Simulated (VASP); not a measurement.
# Bi: relaxation of cell and atoms with PBEsol

Crystal: Bi.

```
CELL_PARAMETERS angstrom
0.00000 3.39750 3.39750
3.39750 0.00000 3.39750
3.39750 3.39750 0.00000
ATOMIC_POSITIONS crystal
Bi 0.50000 0.50000 0.50000
Bi 0.75000 0.75000 0.75000
```

```yaml
Program: VASP 6.6.1
Task: relaxation of cell and atoms
Functional: PBEsol
Potentials_or_basis: VASP PAW PBE potentials, release 64 (Bi_d)
Cutoff: 600 eV
k_mesh: 4 × 4 × 4
Occupations: gaussian, width 0.1 eV
Spin: no spin polarisation
Dipole_correction: no
Further_INCAR_settings: ALGO = Normal; EDIFF = 1e-07; IBRION = 2; EDIFFG = -0.04; NSW = 90; ISIF = 3
```

The relaxed volume is 45.15 Å³/atom. The relaxed cell is a = 5.036 Å, b = 5.036 Å, c = 5.036 Å, α = 60.00°, β = 60.00°, γ = 60.00° and the space group after relaxing (to 0.05 Å) is Fd-3m (No. 227). The energy gained by relaxing is 106.1 meV/atom, the ionic steps are 3 and the pressure after relaxing is 0.0 GPa. The band gap on the k mesh is zero (band 15 reaches 4.62 eV, above the bottom of band 16 at 3.47 eV).

Step by step:
```
step  energy change (eV)  largest force (eV/Å)  pressure (GPa)  volume (Å³)
   1              0.0000                0.0000            6.42        78.43
   2             -0.1558                0.0000           -2.26        97.67
   3             -0.2121                0.0000           -0.02        90.31
```

Final structure:
```
CELL_PARAMETERS angstrom
0.00000 3.56095 3.56095
3.56095 0.00000 3.56095
3.56095 3.56095 0.00000
ATOMIC_POSITIONS crystal
Bi 0.50000 0.50000 0.50000
Bi 0.75000 0.75000 0.75000
```

Levels at points of the mesh, in eV from the Fermi level:
```csv
k point,band 12,band 13,band 14,band 15,band 16,band 17,band 18,band 19
"(0.00, 0.00, 0.00)",-7.48,-1.19,-1.19,-1.19,1.05,1.05,1.05,3.36
"(0.50, 0.00, 0.00)",-9.40,-2.32,-2.02,-2.02,2.13,2.13,4.27,5.17
"(0.50, 0.50, 0.00)",-10.59,-2.92,-2.92,-0.30,-0.30,4.74,4.74,6.30
```

Run time: 67 s on 1 thread of Intel(R) Xeon(R) Platinum 8259CL CPU @ 2.50GHz (Skylake/Cascade Lake), on a shared host, peak memory 0.24 GiB.

Caveat: the k points lie up to 0.38 Å⁻¹ apart in the final cell; the volume moved by over 15 % at a fixed basis, so the end points are rough; the PAW data sets were made with another functional, which shifts forces and pressure a little; spin-orbit coupling is left out, which moves the levels of the heavy elements.
